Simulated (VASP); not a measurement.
Write the native input for VASP 6.6.1 that does the following.

```yaml
Task: single point
Functional: PBEsol
Potentials_or_basis: VASP PAW PBE potentials, release 64 (Co, O)
Cutoff: 520 eV
k_mesh: 8 × 8 × 8
Occupations: gaussian, width 0.01 eV
Spin: collinear spin
Starting_moments: "[0.13, 0.13, 0.13, 0.13, 2.31, 2.31, 0.0, 0.0, 0.0, 0.0, 0.0, 0.0, 0.0, 0.0] μB"
Dipole_correction: no
Further_INCAR_settings: ALGO = Normal; EDIFF = 1e-07; NBANDS = 68
```

The structure of Co3O4 lies in POSCAR:

```
Co3O4
1.0
    0.0000000000      3.9920167869      3.9920167869
    3.9920167869      0.0000000000      3.9920167869
    3.9920167869      3.9920167869      0.0000000000
Co O
6 8
Direct
    0.6250000000      0.6250000000      0.6250000000
    0.1250000000      0.6250000000      0.6250000000
    0.6250000000      0.6250000000      0.1250000000
    0.6250000000      0.1250000000      0.6250000000
    0.0000000000      0.0000000000      0.0000000000
    0.2500000000      0.2500000000      0.2500000000
    0.3874508323      0.3874508323      0.3874508323
    0.4123524968      0.8625491677      0.8625491677
    0.3874508323      0.3874508323      0.8376475032
    0.8625491677      0.4123524968      0.8625491677
    0.8376475032      0.3874508323      0.3874508323
    0.8625491677      0.8625491677      0.8625491677
    0.3874508323      0.8376475032      0.3874508323
    0.8625491677      0.8625491677      0.4123524968
```

These files were run (other wordings do the same):

INCAR

```
SYSTEM = Co3O4
PREC = Accurate
ENCUT = 520
EDIFF = 1E-7
ISMEAR = 0
SIGMA = 0.01
LREAL = .False.
LASPH = .True.
NELM = 150
ALGO = Normal
ISIF = 2
LWAVE = .False.
LCHARG = .False.
ISPIN = 2
MAGMOM = 0.13 0.13 0.13 0.13 2.31 2.31 0 0 0 0 0 0 0 0
LORBIT = 11
LMAXMIX = 4
GGA = PS
NBANDS = 68
```

KPOINTS

```
Automatic mesh
0
Gamma
  8 8 8
  0 0 0
```

Potentials or basis: VASP PAW PBE potentials, release 64 (Co, O).

Launch:

```sh
$ cat potpaw_PBE.64/Co/POTCAR potpaw_PBE.64/O/POTCAR > POTCAR
$ mpirun -np 1 vasp_std > vasp.out
```

Results of the run:

```json
{
 "Pressure": "-0.2 GPa",
 "Largest force": "0.028 eV/Å",
 "Band gap on the k mesh": "0.12 eV (least direct gap 0.25 eV)",
 "Net moment": "6.00 μB per cell",
 "Site moments": "Co +0.14, +2.28 (each value once); O +0.08 μB",
 "Valence electrons inside the program's atomic spheres": "Co 8.47, 8.10 (each value once); O 5.00"
}
```

Caveat: the PAW data sets were made with another functional, which shifts forces and pressure a little.

It took 38 min on 1 thread of AMD EPYC 9755 128-Core Processor, on a shared host, peak memory 0.49 GiB.
